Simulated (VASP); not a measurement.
Set up this calculation in VASP 6.6.1, as the native input.

```yaml
Task: relaxation of cell and atoms
Functional: PBE
Potentials_or_basis: VASP PAW PBE potentials, release 64 (Ga_d, O)
Cutoff: 600 eV
k_mesh: 4 × 4 × 4
Occupations: gaussian, width 0.1 eV
Spin: collinear spin, ferromagnetic start
Starting_moments: "[0.0, 1.0, 1.0, 1.0, 1.0] μB"
Dipole_correction: no
Further_INCAR_settings: ALGO = Normal; EDIFF = 1e-07; IBRION = 2; EDIFFG = -0.04; NSW = 90; ISIF = 3
```

The structure of GaO4 lies in POSCAR:

```
GaO4
1.0
    4.0666167200      0.0000000000      0.0000000000
    0.0000000000      4.0666167200      0.0000000000
    0.0000000000      0.0000000000      4.0666167200
Ga O
1 4
Direct
    0.0000000000      0.0000000000      0.0000000000
    0.2437810800      0.7562189200      0.7562189200
    0.7562189200      0.2437810800      0.7562189200
    0.7562189200      0.7562189200      0.2437810800
    0.2437810800      0.2437810800      0.2437810800
```

The cell was built from a structure type or drawn by symmetry, and may not be a known phase.

These files were run (other wordings do the same):

INCAR

```
  PREC = Accurate
  ENCUT = 600
  EDIFF = 1E-7
  ISMEAR = 0
  SIGMA = 0.1
  LREAL = F
  LASPH = T
  NELM = 150
  ALGO = Normal
  ISIF = 3
  LWAVE = F
  LCHARG = F
  ISPIN = 2
  MAGMOM = 0 1 1 1 1
  LORBIT = 11
  GGA = PE
  IBRION = 2
  NSW = 90
  EDIFFG = -0.04
```

KPOINTS

```
regular mesh
0
Gamma
  4 4 4
```

Potentials or basis: VASP PAW PBE potentials, release 64 (Ga_d, O).

Launch:

```bash
$ cat potpaw_PBE.64/Ga_d/POTCAR potpaw_PBE.64/O/POTCAR > POTCAR
$ mpirun -np 1 vasp_std > vasp.out
```

Results of the run:

```
Relaxed volume                                        : 12.49 Å³/atom
Relaxed cell                                          : a = 3.967 Å, b = 3.967 Å, c = 3.967 Å, α = 90.00°, β = 90.00°, γ = 90.00°
Space group after relaxing (to 0.1 Å)                 : P-43m (No. 215)
Energy gained by relaxing                             : 210.8 meV/atom
Ionic steps                                           : 11
Pressure after relaxing                               : 0.4 GPa
Largest force after relaxing                          : 0.008 eV/Å
Band gap on the k mesh                                : zero (filled and empty bands overlap)
Net moment                                            : 5.00 μB per cell
Site moments                                          : Ga -0.04; O +1.06 μB
Valence electrons inside the program's atomic spheres : Ga 11.80; O 4.72
```

Caveat: the k points lie up to 0.40 Å⁻¹ apart in the final cell, too coarse for converged energies and pressures of a metal.

Run time: 7.8 min on 1 thread of Intel Xeon 8259CL, on a shared host, peak memory 0.22 GiB.
